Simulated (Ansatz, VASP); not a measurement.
# One calculation of AlN, two programs

INCAR

```
  PREC = Accurate
  ENCUT = 600
  EDIFF = 1E-7
  ISMEAR = 0
  SIGMA = 0.02
  LREAL = F
  LASPH = T
  NELM = 120
  ALGO = Normal
  ISIF = 3
  LWAVE = F
  LCHARG = F
  GGA = PE
  IBRION = 2
  NSW = 100
  EDIFFG = -0.002
  GGA_COMPAT = F
  NELMIN = 4
```

File KPOINTS:

```
regular mesh
0
Gamma
  8 8 8
```

Contents of POSCAR:

```
AlN
1.0
    0.0000000000      2.1900000000      2.1900000000
    2.1900000000      0.0000000000      2.1900000000
    2.1900000000      2.1900000000      0.0000000000
Al N
1 1
Direct
    0.0000000000      0.0000000000      0.0000000000
    0.2500000000      0.2500000000      0.2500000000
```

Input for Ansatz:

```yaml
crystal:
  lattice:
    - [0.0, 2.19, 2.19]
    - [2.19, 0.0, 2.19]
    - [2.19, 2.19, 0.0]
  atoms:
    - { symbol: Al, position: [0.0, 0.0, 0.0] }
    - { symbol: "N", position: [0.25, 0.25, 0.25] }
basis:
  ecutwfc: 420
kpoints:
  mp_grid: { grid: [8, 8, 8] }
hamiltonian:
  xc: pbe
  pseudopotentials: { kind: paw, azcp: { folder: soft_1 } }
scf:
  occupations: { method: gaussian, width: 0.02 }
output:
  forces: true
  stress: true
  eigenvalues: true
relax:
  adjacent_minimum: "off"
  f_tol: 0.002
  max_steps: 80
  cell: { stress_tol: 0.02 }
```

Alike in both runs: task relaxation of cell and atoms; functional PBE; k mesh 8 × 8 × 8; occupations gaussian, width 0.02 eV; no spin polarisation.

|  | VASP | Ansatz |
| --- | --- | --- |
| version | VASP 6.6.1 | Ansatz 0.2.0 |
| potentials or method | VASP PAW PBE potentials, release 64 (Al, N), cutoff 600 eV | scalar-relativistic, plane waves, PAW |
| valence electrons in the cell | 8 | 8 |

```csv
,VASP,Ansatz,Ansatz less VASP
"gap on the k mesh at the Fermi level, each at its own relaxed structure (eV)",3.31,3.31,+0.005
relaxed volume (Å³/atom),10.65,10.67,+0.016
relaxed cell length with the largest relative difference (Å),3.111,3.113,+0.0016
```
